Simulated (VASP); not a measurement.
# HfO2 (Fm-3m) in VASP: notebook

HfO2 is run at these levels: PBEsol, LDA; tasks: single point.

Everything below comes from runs of VASP 6.6.1. Logs are shortened: lines on timing, memory, paths and dates and some standing lists are left out, and cuts for length are marked.

## (1) The cell of the first run

The structure is cubic, space group Fm-3m (No. 225). Conventional cell: a = 5.046 Å, b = 5.046 Å, c = 5.046 Å, α = 90.00°, β = 90.00°, γ = 90.00°. Within 2.9 Å of Hf (site symmetry m-3m) lie 8 O at 2.18 Å. O (site symmetry -43m) has 4 Hf at 2.18 Å and 6 O at 2.52 Å within 2.9 Å.

## (2) Single point, PBEsol (volume scaled by 0.96)

File INCAR:

```
PREC = Accurate ; ENCUT = 520
EDIFF = 1E-6 ; ISMEAR = -1
SIGMA = 0.05 ; LREAL = False
LASPH = True ; NELM = 100
ALGO = Normal ; ISIF = 2
LWAVE = False ; LCHARG = False
GGA = PS ; NBANDS = 18
```

File KPOINTS:

```
regular mesh
0
Gamma
  9 9 9
```

File POSCAR:

```
HfO2
1.0
    0.0000000000      2.5229349520      2.5229349520
    2.5229349520      0.0000000000      2.5229349520
    2.5229349520      2.5229349520      0.0000000000
Hf O
1 2
Direct
    0.0000000000      0.0000000000      0.0000000000
    0.7500000000      0.7500000000      0.7500000000
    0.2500000000      0.2500000000      0.2500000000
```

Potentials or basis: VASP PAW PBE potentials, release 64 (Hf_pv, O).

Started as:

```
cat potpaw_PBE.64/Hf_pv/POTCAR potpaw_PBE.64/O/POTCAR > POTCAR
mpirun -np 1 vasp_std > vasp.out
```

OUTCAR:

```text
PREC = Accurate
   ENCUT = 520
   EDIFF = 1E-6
   ISMEAR = -1
   LREAL = False
   LASPH = True
   NELM = 100
   ISIF = 2
   GGA = PS

 ion  position               nearest neighbor table
   1  0.000  0.000  0.000-   2 2.18   2 2.18   2 2.18   2 2.18   3 2.18   3 2.18   3 2.18   3 2.18

   2  0.750  0.750  0.750-   1 2.18   1 2.18   1 2.18   1 2.18
   3  0.250  0.250  0.250-   1 2.18   1 2.18   1 2.18   1 2.18

  LATTYP: Found a face centered cubic cell.
 ALAT       =     5.0458699040

  Lattice vectors:

 A1 = (   0.0000000000,   2.5229349520,   2.5229349520)
 A2 = (   2.5229349520,   0.0000000000,   2.5229349520)
 A3 = (   2.5229349520,   2.5229349520,   0.0000000000)

Analysis of symmetry for initial positions (statically):
=====================================================================
 Subroutine PRICEL returns:
 Original cell was already a primitive cell.

 Routine SETGRP: Setting up the symmetry group for a
 face centered cubic supercell.

 Subroutine GETGRP returns: Found 48 space group operations
[... 9 lines left out ...]

 Routine SETGRP: Setting up the symmetry group for a
 face centered cubic supercell.

 Subroutine GETGRP returns: Found 48 space group operations
[... 11 lines left out ...]
                                     Primitive cell

  volume of cell :      32.1180

  direct lattice vectors                    reciprocal lattice vectors
     0.000000000  2.522934952  2.522934952    -0.198181883  0.198181883  0.198181883
     2.522934952  0.000000000  2.522934952     0.198181883 -0.198181883  0.198181883
     2.522934952  2.522934952  0.000000000     0.198181883  0.198181883 -0.198181883

  length of vectors
     3.567968826  3.567968826  3.567968826     0.343261091  0.343261091  0.343261091

  position of ions in fractional coordinates (direct lattice)
     0.000000000  0.000000000  0.000000000
     0.750000000  0.750000000  0.750000000
     0.250000000  0.250000000  0.250000000

  ion indices of the primitive-cell ions
   primitive index   ion index
                 1           1
                 2           2
                 3           3

----------------------------------------------------------------------------------------

 KPOINTS: regular mesh

Automatic generation of k-mesh.
 Grid dimensions read from file:
 generate k-points for:    9    9    9

 Generating k-lattice:

  Cartesian coordinates                     Fractional coordinates (reciprocal lattice)
    -0.022020209  0.022020209  0.022020209     0.111111111  0.000000000  0.000000000
     0.022020209 -0.022020209  0.022020209     0.000000000  0.111111111  0.000000000
     0.022020209  0.022020209 -0.022020209     0.000000000  0.000000000  0.111111111

  Length of vectors
     0.038140121  0.038140121  0.038140121

  Shift w.r.t. Gamma in fractional coordinates (k-lattice)
     0.000000000  0.000000000  0.000000000

 Subroutine IBZKPT returns following result:
 ===========================================

 Found     35 irreducible k-points:

 Following reciprocal coordinates:
            Coordinates               Weight
  0.000000  0.000000  0.000000      1.000000
  0.111111  0.000000  0.000000      8.000000
  0.222222  0.000000  0.000000      8.000000
  0.333333  0.000000  0.000000      8.000000
  0.444444  0.000000  0.000000      8.000000
  0.111111  0.111111  0.000000      6.000000
[... 16 lines left out ...]
 -0.333333  0.333333  0.000000     12.000000
  0.444444  0.444444  0.000000      6.000000
 [... further k-points ...]
   k-points           NKPTS =     35   k-points in BZ     NKDIM =     35   number of bands    NBANDS=     18
   number of dos      NEDOS =    301   number of ions     NIONS =      3
   total plane-waves  NPLWV =  21952
   dimension x,y,z NGX =    28 NGY =   28 NGZ =   28
   dimension x,y,z NGXF=    56 NGYF=   56 NGZF=   56
   ions per type =               1   2
   NGX,Y,Z   is equivalent  to a cutoff of  13.05, 13.05, 13.05 a.u.
   NGXF,Y,Z  is equivalent  to a cutoff of  26.09, 26.09, 26.09 a.u.
 SYSTEM =  unknown system
   PREC   = accura    normal or accurate (medium, high low for compatibility)
   ISTART =      0    job   : 0-new  1-cont  2-samecut
   ICHARG =      2    charge: 1-file 2-atom 10-const
   ISPIN  =      1    spin polarized calculation?
   LNONCOLLINEAR =      F non collinear calculations
   LSORBIT =      F    spin-orbit coupling
   LASPH  =      T    aspherical Exc in radial PAW
   ENCUT  =  520.0 eV  38.22 Ry    6.18 a.u.   6.63  6.63  6.63*2*pi/ulx,y,z
   NELM   =    100;   NELMIN=  2; NELMDL= -5     # of ELM steps
   EDIFF  = 0.1E-05   stopping-criterion for ELM
   LREAL  =      F    real-space projection
   EDIFFG = 0.1E-04   stopping-criterion for IOM
   NSW    =      0    number of steps for IOM
   IBRION =     -1    ionic relax: 0-MD 1-quasi-New 2-CG
   NFREE  =      0    steps in history (QN), initial steepest desc. (CG)
   ISIF   =      2    stress and relaxation
   ISYM   =      2    0-nonsym 1-usesym 2-fastsym
   POTIM  = 0.5000    time-step for ionic-motion
   TEBEG  =    0.0;   TEEND  =   0.0 temperature during run
   PSTRESS=    0.0 pullay stress
   NELECT =      22.0000    total number of electrons
   NUPDOWN=      -1.0000    fix difference up-down
   EMIN   =  10.00;   EMAX   =-10.00  energy-range for DOS
   EFERMI =   0.00;   METHOD = LEGACY
   ISMEAR =    -1;   SIGMA  =   0.05  broadening in eV -4-tet -1-fermi 0-gaus
   EFERMI_NEDOS =   21; number of points for ismear=-14 and -15
   IALGO  =     38    algorithm
   IMIX   =      4    mixing-type and parameters
     AMIX     =   0.40;   BMIX     =  1.00
     AMIX_MAG =   1.60;   BMIX_MAG =  1.00
  volume/ion in A,a.u.               =      10.71        72.25
  Fermi-wavevector in a.u.,A,eV,Ry     =   1.443111  2.727084 28.335068  2.082569
  Thomas-Fermi vector in A             =   2.561555
   LORBIT       =      0    0 simple, 1 ext, 2 COOP (PROOUT), +10 PAW based schemes
   GGA     = PS    functional components
   LHFCALC =     F    Hartree Fock is set to
   AEXX    =    0.0000 exact exchange contribution
   IVDW    =     0    specifies the selected vdW correction
   LEPSILON=     F    determine dielectric tensor
   LRPA    =     F    only Hartree local field effects (RPA)
 non-spin polarized calculation
  energy-cutoff  :      520.00
  volume of cell :       32.12
 maximum number of plane-waves:       893
   NGX = 13   NGY = 13   NGZ = 13

 number of electron      21.9999993 magnetization

 Free energy of the ion-electron system (eV)
  ---------------------------------------------------
  ext. energy  EPLUGINS =         0.00000000
  ---------------------------------------------------
  free energy    TOTEN  =       -31.63149792 eV

  energy without entropy =      -31.63149792  energy(sigma->0) =      -31.63149792

 E-fermi :   5.3413     XC(G=0): -12.1814

 val. band max:        4.2013759718   @ k =  -0.4444   0.4444   0.0000
 cond. band min:       8.0257654202   @ k =   0.4444   0.4444   0.0000
 fundamental gap:      3.8243894484
 Fermi energy:         5.3413469983

 k-point     1 :       0.0000    0.0000    0.0000
  band No.  band energies     occupation
      1     -25.3065      2.00000
      2     -25.3065      2.00000
      3     -25.3065      2.00000
      4     -14.5242      2.00000
      5     -11.3512      2.00000
      6      -1.2355      2.00000
[... 10 lines left out ...]
     17      14.8545      0.00000
     18      17.8619      0.00000

 k-point     2 :       0.1111    0.0000    0.0000
  band No.  band energies     occupation
      1     -25.3657      2.00000
      2     -25.3128      2.00000
      3     -25.3128      2.00000
      4     -14.3483      2.00000
      5     -11.4967      2.00000
      6      -1.1124      2.00000
[... 10 lines left out ...]
     17      14.6255      0.00000
     18      17.7980      0.00000

 k-point     3 :       0.2222    0.0000    0.0000
  band No.  band energies     occupation
      1     -25.5104      2.00000
      2     -25.3289      2.00000
      3     -25.3289      2.00000
      4     -13.9099      2.00000
      5     -11.8132      2.00000
      6      -0.7948      2.00000
[... 10 lines left out ...]
     17      14.1770      0.00000
     18      17.1098      0.00000

 k-point     4 :       0.3333    0.0000    0.0000
  band No.  band energies     occupation
      1     -25.6666      2.00000
      2     -25.3472      2.00000
      3     -25.3472      2.00000
      4     -13.4608      2.00000
      5     -12.0511      2.00000
      6      -0.4335      2.00000
[... 10 lines left out ...]
     17      13.8661      0.00000
     18      16.4324      0.00000

 k-point     5 :       0.4444    0.0000    0.0000
  band No.  band energies     occupation
      1     -25.7643      2.00000
      2     -25.3590      2.00000
      3     -25.3590      2.00000
      4     -13.2609      2.00000
      5     -12.0723      2.00000
      6      -0.2120      2.00000
[... 10 lines left out ...]
     17      13.7788      0.00000
     18      16.7490      0.00000

 k-point     6 :       0.1111    0.1111    0.0000
  band No.  band energies     occupation
      1     -25.3707      2.00000
      2     -25.3223      2.00000
      3     -25.3223      2.00000
      4     -14.2870      2.00000
      5     -11.5460      2.00000
      6      -1.0957      2.00000
[... 307 lines left out ...]
 k-point    21 :       0.4444    0.3333    0.0000
  band No.  band energies     occupation
      1     -25.7395      2.00000
      2     -25.4474      2.00000
      3     -25.4205      2.00000
      4     -12.5994      2.00000
      5     -12.5095      2.00000
      6      -1.7301      2.00000
[... 10 lines left out ...]
     17      15.2639      0.00000
     18      17.8019      0.00000

 k-point    22 :      -0.4444    0.3333    0.0000
  band No.  band energies     occupation
      1     -25.7237      2.00000
      2     -25.5245      2.00000
      3     -25.4166      2.00000
      4     -12.6387      2.00000
      5     -12.3509      2.00000
      6      -1.7353      2.00000
[... 10 lines left out ...]
     17      16.4275      0.00000
     18      17.7584      0.00000

 k-point    23 :      -0.3333    0.3333    0.0000
  band No.  band energies     occupation
      1     -25.6409      2.00000
      2     -25.6099      2.00000
      3     -25.3976      2.00000
      4     -12.6665      2.00000
      5     -12.3604      2.00000
      6      -1.3058      2.00000
[... 10 lines left out ...]
     17      16.1722      0.00000
     18      17.6707      0.00000

 k-point    24 :       0.4444    0.4444    0.0000
  band No.  band energies     occupation
      1     -25.7904      2.00000
      2     -25.4366      2.00000
      3     -25.4366      2.00000
      4     -12.6726      2.00000
      5     -12.3141      2.00000
      6      -2.2641      2.00000
[... 10 lines left out ...]
     17      16.2668      0.00000
     18      17.8179      0.00000

 [... further k-points ...]
[... 5 lines left out ...]
  --------------------------------------------------------------------------------------
  -------------------------------------------------------------------------------------
  Total       -0.8079623     -0.8079623     -0.8079623      0.0000000      0.0000000      0.0000000
  in kB      -40.3044977    -40.3044977    -40.3044977      0.0000000      0.0000000      0.0000000
  external PRESSURE =     -40.3044977 kB  Pullay stress =       0.0000000 kB

 VOLUME and BASIS-vectors are now :
 -----------------------------------------------------------------------------
  energy-cutoff  :      520.00
  volume of cell :       32.12
      direct lattice vectors                 reciprocal lattice vectors
     0.000000000  2.522934952  2.522934952    -0.198181883  0.198181883  0.198181883
     2.522934952  0.000000000  2.522934952     0.198181883 -0.198181883  0.198181883
     2.522934952  2.522934952  0.000000000     0.198181883  0.198181883 -0.198181883

 POSITION                                       TOTAL-FORCE (eV/Angst)
 -----------------------------------------------------------------------------------
      0.00000      0.00000      0.00000         0.000000      0.000000     -0.000000
      3.78440      3.78440      3.78440        -0.000000      0.000000     -0.000000
      1.26147      1.26147      1.26147         0.000000     -0.000000      0.000000
 -----------------------------------------------------------------------------------
    total drift:                                0.000000      0.000000      0.000000

  FREE ENERGIE OF THE ION-ELECTRON SYSTEM (eV)
  ---------------------------------------------------
  free  energy   TOTEN  =       -31.6314979202 eV

  energy  without entropy=      -31.6314979202  energy(sigma->0) =      -31.63149792
```

Run time: 8.9 s. Hardware: 1 thread of Intel Xeon 6975P-C (Granite Rapids), shared host; peak memory 0.17 GiB.

What came out:

| Item | Value |
| --- | --- |
| Free energy | -31.6315 eV |
| Pressure | -4.0 GPa |
| Band gap on the k mesh | 3.82 eV, indirect (least direct gap 3.95 eV) |

Levels at points of the mesh, in eV from the valence-band top:
| k point | band 9 | band 10 | band 11 | band 12 | band 13 | band 14 |
| --- | --- | --- | --- | --- | --- | --- |
| (0.00, 0.00, 0.00) | -0.57 | -0.57 | -0.57 | 3.87 | 3.87 | 5.81 |

Caveat: the PAW data sets were made with another functional, which shifts forces and pressure a little; spin-orbit coupling is left out, which moves the levels of the heavy elements.

[end of part 1 of 2]
